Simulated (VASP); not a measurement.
# Al3GaN4 (P-42m) in VASP: further runs

Al3GaN4 is run at these levels: r2SCAN; tasks: single point.

All numbers are computed with VASP 6.6.1; they aren't measurements. Logs are shortened: lines on timing, memory, paths and dates and some standing lists are left out, and cuts for length are marked.

**1. The cell of the first run**

Symmetry: P-42m, No. 111, tetragonal system. Conventional cell: a = 4.049 Å, b = 4.049 Å, c = 4.401 Å, α = 90.00°, β = 90.00°, γ = 90.00°. Within 2.4 Å of Al (site symmetry -42m) lie 4 N at 1.80 Å. Al (site symmetry 222) has 4 N at 1.79 Å within 2.4 Å. Within 2.4 Å of Ga (site symmetry -42m) lie 4 N at 1.85 Å. N (site symmetry m) has 3 Al at 1.79 to 1.80 Å and 1 Ga at 1.85 Å within 2.4 Å.

**2. Single point, r2SCAN (strain -0.080 along x and y, +0.000 along z)**

The input, POSCAR:

```
Al3GaN4
1.0
    4.0491383092      0.0000000000      0.0000000000
    0.0000000000      4.0491383092      0.0000000000
    0.0000000000      0.0000000000      4.4012372926
Al Ga N
3 1 4
Direct
    0.5000000000      0.5000000000      0.0000000000
    0.5000000000      0.0000000000      0.5000000000
    0.0000000000      0.5000000000      0.5000000000
    0.0000000000      0.0000000000      0.0000000000
    0.7444581602      0.7444581602      0.2555418398
    0.7444581602      0.2555418398      0.7444581602
    0.2555418398      0.7444581602      0.7444581602
    0.2555418398      0.2555418398      0.2555418398
```

The input, INCAR.step1:

```
SYSTEM = Al3GaN4
PREC = Accurate ; ENCUT = 520
ISMEAR = 0 ; SIGMA = 0.05
LREAL = .False. ; LASPH = .True.
NELM = 100 ; NBANDS = 31
GGA = PE ; ALGO = Normal
EDIFF = 1E-4 ; LWAVE = .True.
LCHARG = .False.
```

The input, INCAR.step2:

```
SYSTEM = Al3GaN4
PREC = Accurate ; ENCUT = 520
EDIFF = 1E-6 ; ISMEAR = 0
SIGMA = 0.05 ; LREAL = .False.
LASPH = .True. ; NELM = 100
ALGO = Normal ; ISIF = 2
LWAVE = .False. ; LCHARG = .True.
METAGGA = R2SCAN ; LMIXTAU = .True.
LELF = .True. ; LVHAR = .True.
NBANDS = 31 ; ISTART = 1
```

The input, KPOINTS:

```
Automatic mesh
0
Gamma
  6 6 6
  0 0 0
```

Potentials or basis: VASP PAW PBE potentials, release 64 (Al, Ga_d, N).

On the command line:

```
> cat potpaw_PBE.64/Al/POTCAR potpaw_PBE.64/Ga_d/POTCAR potpaw_PBE.64/N/POTCAR > POTCAR
> cp INCAR.step1 INCAR
> mpirun -np 1 vasp_std > vasp.out
> cp INCAR.step2 INCAR
> mpirun -np 1 vasp_std > vasp.out
```

OUTCAR:

```text
SYSTEM = Al3GaN4
   PREC = Accurate
   ENCUT = 520
   EDIFF = 1E-6
   ISMEAR = 0
   LREAL = .False.
   LASPH = .True.
   NELM = 100
   ISIF = 2
   METAGGA = R2SCAN
   ISTART = 1

 ion  position               nearest neighbor table
   1  0.500  0.500  0.000-   5 1.80   6 1.80   7 1.80   8 1.80   4 2.86   4 2.86   4 2.86   4 2.86
                             3 2.99   2 2.99   3 2.99   2 2.99   3 2.99   2 2.99   3 2.99   2 2.99
   2  0.500  0.000  0.500-   5 1.79   6 1.79   7 1.79   8 1.79   3 2.86   3 2.86   3 2.86   3 2.86
                             4 2.99   1 2.99   1 2.99   1 2.99   4 2.99   4 2.99   4 2.99   1 2.99
   3  0.000  0.500  0.500-   5 1.79   6 1.79   7 1.79   8 1.79   2 2.86   2 2.86   2 2.86   2 2.86
                             4 2.99   1 2.99   4 2.99   4 2.99   1 2.99   4 2.99   1 2.99   1 2.99
   4  0.000  0.000  0.000-   5 1.85   6 1.85   7 1.85   8 1.85   1 2.86   1 2.86   1 2.86   1 2.86
                             3 2.99   2 2.99   3 2.99   3 2.99   3 2.99   2 2.99   2 2.99   2 2.99
   5  0.744  0.744  0.256-   2 1.79   3 1.79   1 1.80   4 1.85
   6  0.744  0.256  0.744-   2 1.79   3 1.79   1 1.80   4 1.85
   7  0.256  0.744  0.744-   2 1.79   3 1.79   1 1.80   4 1.85
   8  0.256  0.256  0.256-   2 1.79   3 1.79   1 1.80   4 1.85

  LATTYP: Found a simple tetragonal cell.
 ALAT       =     4.0491383092
 C/A-ratio  =     1.0869565217

  Lattice vectors:

 A1 = (   4.0491383092,   0.0000000000,   0.0000000000)
 A2 = (   0.0000000000,   4.0491383092,   0.0000000000)
 A3 = (   0.0000000000,   0.0000000000,   4.4012372926)

Analysis of symmetry for initial positions (statically):
=====================================================================
 Subroutine PRICEL returns:
 Original cell was already a primitive cell.

 Routine SETGRP: Setting up the symmetry group for a
 simple tetragonal supercell.

 Subroutine GETGRP returns: Found  8 space group operations
 (whereof  8 operations were pure point group operations)
 out of a pool of 16 trial point group operations.

The static configuration has the point symmetry D_2d.

Analysis of symmetry for dynamics (positions and initial velocities):
=====================================================================
 Subroutine PRICEL returns:
 Original cell was already a primitive cell.

 Routine SETGRP: Setting up the symmetry group for a
 simple tetragonal supercell.

 Subroutine GETGRP returns: Found  8 space group operations
 (whereof  8 operations were pure point group operations)
 out of a pool of 16 trial point group operations.

The dynamic configuration has the point symmetry D_2d.

 Subroutine INISYM returns: Found  8 space group operations
 (whereof  8 operations are pure point group operations),
 and found     1 'primitive' translations

----------------------------------------------------------------------------------------

                                     Primitive cell

  volume of cell :      72.1606

  direct lattice vectors                    reciprocal lattice vectors
     4.049138309  0.000000000  0.000000000     0.246966126  0.000000000  0.000000000
     0.000000000  4.049138309  0.000000000     0.000000000  0.246966126  0.000000000
     0.000000000  0.000000000  4.401237293     0.000000000  0.000000000  0.227208835

  length of vectors
     4.049138309  4.049138309  4.401237293     0.246966126  0.246966126  0.227208835

  position of ions in fractional coordinates (direct lattice)
     0.500000000  0.500000000  0.000000000
     0.500000000  0.000000000  0.500000000
     0.000000000  0.500000000  0.500000000
     0.000000000  0.000000000  0.000000000
     0.744458160  0.744458160  0.255541840
     0.744458160  0.255541840  0.744458160
     0.255541840  0.744458160  0.744458160
     0.255541840  0.255541840  0.255541840

  ion indices of the primitive-cell ions
   primitive index   ion index
                 1           1
                 2           2
                 3           3
                 4           4
                 5           5
                 6           6
                 7           7
                 8           8

----------------------------------------------------------------------------------------

 KPOINTS: Automatic mesh

Automatic generation of k-mesh.
 Grid dimensions read from file:
 generate k-points for:    6    6    6

 Generating k-lattice:

  Cartesian coordinates                     Fractional coordinates (reciprocal lattice)
     0.041161021  0.000000000  0.000000000     0.166666667  0.000000000  0.000000000
     0.000000000  0.041161021  0.000000000     0.000000000  0.166666667  0.000000000
     0.000000000  0.000000000  0.037868139     0.000000000  0.000000000  0.166666667

  Length of vectors
     0.041161021  0.041161021  0.037868139

  Shift w.r.t. Gamma in fractional coordinates (k-lattice)
     0.000000000  0.000000000  0.000000000

 Subroutine IBZKPT returns following result:
 ===========================================

 Found     40 irreducible k-points:

 Following reciprocal coordinates:
            Coordinates               Weight
  0.000000  0.000000  0.000000      1.000000
  0.166667  0.000000  0.000000      4.000000
  0.333333  0.000000  0.000000      4.000000
  0.500000  0.000000  0.000000      2.000000
  0.166667  0.166667  0.000000      4.000000
  0.333333  0.166667  0.000000      8.000000
[... 16 lines left out ...]
  0.333333  0.000000  0.333333      8.000000
  0.500000  0.000000  0.333333      4.000000
 [... further k-points ...]
   k-points           NKPTS =     40   k-points in BZ     NKDIM =     40   number of bands    NBANDS=     31
   number of dos      NEDOS =    301   number of ions     NIONS =      8
   total plane-waves  NPLWV =  32400
   dimension x,y,z NGX =    30 NGY =   30 NGZ =   36
   dimension x,y,z NGXF=    60 NGYF=   60 NGZF=   72
   ions per type =               3   1   4
   NGX,Y,Z   is equivalent  to a cutoff of  12.32, 12.32, 13.60 a.u.
   NGXF,Y,Z  is equivalent  to a cutoff of  24.63, 24.63, 27.20 a.u.
 SYSTEM =  Al3GaN4
   PREC   = accura    normal or accurate (medium, high low for compatibility)
   ISTART =      1    job   : 0-new  1-cont  2-samecut
   ICHARG =      0    charge: 1-file 2-atom 10-const
   ISPIN  =      1    spin polarized calculation?
   LNONCOLLINEAR =      F non collinear calculations
   LSORBIT =      F    spin-orbit coupling
   LASPH  =      T    aspherical Exc in radial PAW
   ENCUT  =  520.0 eV  38.22 Ry    6.18 a.u.   7.53  7.53  8.18*2*pi/ulx,y,z
   NELM   =    100;   NELMIN=  2; NELMDL=  0     # of ELM steps
   EDIFF  = 0.1E-05   stopping-criterion for ELM
   LREAL  =      F    real-space projection
   EDIFFG = 0.1E-04   stopping-criterion for IOM
   NSW    =      0    number of steps for IOM
   IBRION =     -1    ionic relax: 0-MD 1-quasi-New 2-CG
   NFREE  =      0    steps in history (QN), initial steepest desc. (CG)
   ISIF   =      2    stress and relaxation
   ISYM   =      2    0-nonsym 1-usesym 2-fastsym
   POTIM  = 0.5000    time-step for ionic-motion
   TEBEG  =    0.0;   TEEND  =   0.0 temperature during run
   PSTRESS=    0.0 pullay stress
   NELECT =      42.0000    total number of electrons
   NUPDOWN=      -1.0000    fix difference up-down
   EMIN   =  10.00;   EMAX   =-10.00  energy-range for DOS
   EFERMI =   0.00;   METHOD = LEGACY
   ISMEAR =     0;   SIGMA  =   0.05  broadening in eV -4-tet -1-fermi 0-gaus
   EFERMI_NEDOS =   21; number of points for ismear=-14 and -15
   IALGO  =     38    algorithm
   IMIX   =      4    mixing-type and parameters
     AMIX     =   0.40;   BMIX     =  1.00
     AMIX_MAG =   1.60;   BMIX_MAG =  1.00
  volume/ion in A,a.u.               =       9.02        60.87
  Fermi-wavevector in a.u.,A,eV,Ry     =   1.366862  2.582994 25.419915  1.868311
  Thomas-Fermi vector in A             =   2.492965
   LORBIT       =      0    0 simple, 1 ext, 2 COOP (PROOUT), +10 PAW based schemes
   METAGGA = R2SCAN    functional components
   LHFCALC =     F    Hartree Fock is set to
   AEXX    =    0.0000 exact exchange contribution
   IVDW    =     0    specifies the selected vdW correction
   LEPSILON=     F    determine dielectric tensor
   LRPA    =     F    only Hartree local field effects (RPA)
 non-spin polarized calculation
 Gauss-broadening in eV      SIGMA  =   0.05
  energy-cutoff  :      520.00
  volume of cell :       72.16
 maximum number of plane-waves:      1966
   NGX = 15   NGY = 15   NGZ = 17

 number of electron      42.0000009 magnetization

 Free energy of the ion-electron system (eV)
  ---------------------------------------------------
  ext. energy  EPLUGINS =         0.00000000
  ---------------------------------------------------
  free energy    TOTEN  =       -77.54652117 eV

  energy without entropy =      -77.54652117  energy(sigma->0) =      -77.54652117

 E-fermi :   7.7364     XC(G=0): -12.6054

 val. band max:        7.4609945874   @ k =   0.1667   0.1667   0.0000
 cond. band min:      11.2542260954   @ k =   0.0000   0.0000   0.0000
 fundamental gap:      3.7932315080
 Fermi energy:         7.7364378410

 k-point     1 :       0.0000    0.0000    0.0000
  band No.  band energies     occupation
      1      -9.8983      2.00000
      2      -7.4095      2.00000
      3      -7.1971      2.00000
      4      -7.1971      2.00000
      5      -5.6592      2.00000
      6      -5.6322      2.00000
[... 23 lines left out ...]
     30      21.6916      0.00000
     31      21.8222      0.00000

 k-point     2 :       0.1667    0.0000    0.0000
  band No.  band energies     occupation
      1      -9.7315      2.00000
      2      -7.4014      2.00000
      3      -7.3480      2.00000
      4      -7.2136      2.00000
      5      -5.6513      2.00000
      6      -5.6255      2.00000
[... 740 lines left out ...]
 k-point    24 :       0.5000    0.0000    0.3333
  band No.  band energies     occupation
      1      -8.3055      2.00000
      2      -8.1362      2.00000
      3      -7.6663      2.00000
      4      -7.4683      2.00000
      5      -5.6165      2.00000
      6      -5.5570      2.00000
[... 23 lines left out ...]
     30      19.8670      0.00000
     31      20.6099      0.00000

 [... further k-points ...]

------------------------ aborting loop because EDIFF is reached ----------------------------------------

  FORCE on cell =-STRESS in cart. coord.  units (eV):
  Direction    XX          YY          ZZ          XY          YZ          ZX
  --------------------------------------------------------------------------------------
  -------------------------------------------------------------------------------------
  Total       23.4218872     23.4218872     17.2758451      0.0000000     -0.0000000      0.0000000
  in kB      520.0348647    520.0348647    383.5746323      0.0000000     -0.0000000      0.0000000
  external PRESSURE =     474.5481206 kB  Pullay stress =       0.0000000 kB

 VOLUME and BASIS-vectors are now :
 -----------------------------------------------------------------------------
  energy-cutoff  :      520.00
  volume of cell :       72.16
      direct lattice vectors                 reciprocal lattice vectors
     4.049138309  0.000000000  0.000000000     0.246966126  0.000000000  0.000000000
     0.000000000  4.049138309  0.000000000     0.000000000  0.246966126  0.000000000
     0.000000000  0.000000000  4.401237293     0.000000000  0.000000000  0.227208835

 POSITION                                       TOTAL-FORCE (eV/Angst)
 -----------------------------------------------------------------------------------
      2.02457      2.02457      0.00000         0.000000      0.000000      0.000000
      2.02457      0.00000      2.20062         0.000000      0.000000      0.000000
      0.00000      2.02457      2.20062         0.000000      0.000000      0.000000
      0.00000      0.00000      0.00000         0.000000      0.000000      0.000000
      3.01441      3.01441      1.12470        -0.141935     -0.141935     -0.000992
      3.01441      1.03472      3.27654        -0.141935      0.141935      0.000992
      1.03472      3.01441      3.27654         0.141935     -0.141935      0.000992
      1.03472      1.03472      1.12470         0.141935      0.141935     -0.000992
 -----------------------------------------------------------------------------------
    total drift:                               -0.000000     -0.000000      0.000000

  FREE ENERGIE OF THE ION-ELECTRON SYSTEM (eV)
  ---------------------------------------------------
  free  energy   TOTEN  =       -77.5465211706 eV

  energy  without entropy=      -77.5465211706  energy(sigma->0) =      -77.54652117
```

It took 4.1 min on 1 thread of Intel Xeon Platinum 8488C (Sapphire Rapids), shared host; peak memory 0.23 GiB.

Results:

```yaml
Free_energy: -77.5465 eV
Pressure: 47.5 GPa
Largest_force: 0.201 eV/Å
Band_gap_on_the_k_mesh: 3.79 eV (least direct gap 3.85 eV)
```

Forces on the atoms (eV/Å):
```
Al   0.000  0.000  0.000
Al   0.000  0.000  0.000
Al   0.000  0.000  0.000
Ga   0.000  0.000  0.000
N   -0.142 -0.142 -0.001
N   -0.142  0.142  0.001
N    0.142 -0.142  0.001
N    0.142  0.142 -0.001
```

Stress tensor (GPa, compression positive):
```
52.00  0.00  0.00
 0.00 52.00  0.00
 0.00  0.00 38.36
```

Caveat: the cell differs from its parent crystal (strain -0.080 along x and y, +0.000 along z); the stress differs along the axes, from 38 to 52 GPa; the PAW data sets were made with another functional, which shifts forces and pressure a little.

(Continued in part 2 of 2.)
